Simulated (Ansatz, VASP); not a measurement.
# Two plane-wave programs on GaS2

```
Ga S
1.0
     3.28003    0.00000    0.00000
    -1.64002    2.84059    0.00000
     0.00000    0.00000    5.99693
Ga S
1 2
Cartesian
  0.0000 0.0000 0.0000
  0.0000 1.8937 1.4992
  1.6400 0.9469 4.4977
```

Change from the starting cell: species swapped into the VSe2 type (P-3m1, No. 164).

Alike in both runs: task relaxation of cell and atoms; functional PBE; k mesh 6 × 6 × 4; occupations gaussian, width 0.1 eV; no spin polarisation.

|  | VASP | Ansatz |
| --- | --- | --- |
| version | VASP 6.6.1 | Ansatz 0.2.0 |
| potentials or method | VASP PAW PBE potentials, release 64 (Ga_d, S), cutoff 600 eV | scalar-relativistic, plane waves, PAW |
| valence electrons in the cell | 25 | 25 |

|  | VASP | Ansatz | Ansatz less VASP |
| --- | --- | --- | --- |
| gap on the k mesh at the Fermi level, each at its own relaxed structure (eV) | none | none | - |
| relaxed volume (Å³/atom) | 22.69 | 22.03 | -0.665 |
| relaxed cell length with the largest relative difference (Å) | 6.977 | 6.781 | -0.1958 |

A gap of «none» marks a metal or a gap that the smearing closes.

The k mesh is coarse, so the values compare programs but aren't converged. Noted on VASP's run: the volume moved by over 15 % at a fixed basis, so the end points are rough.
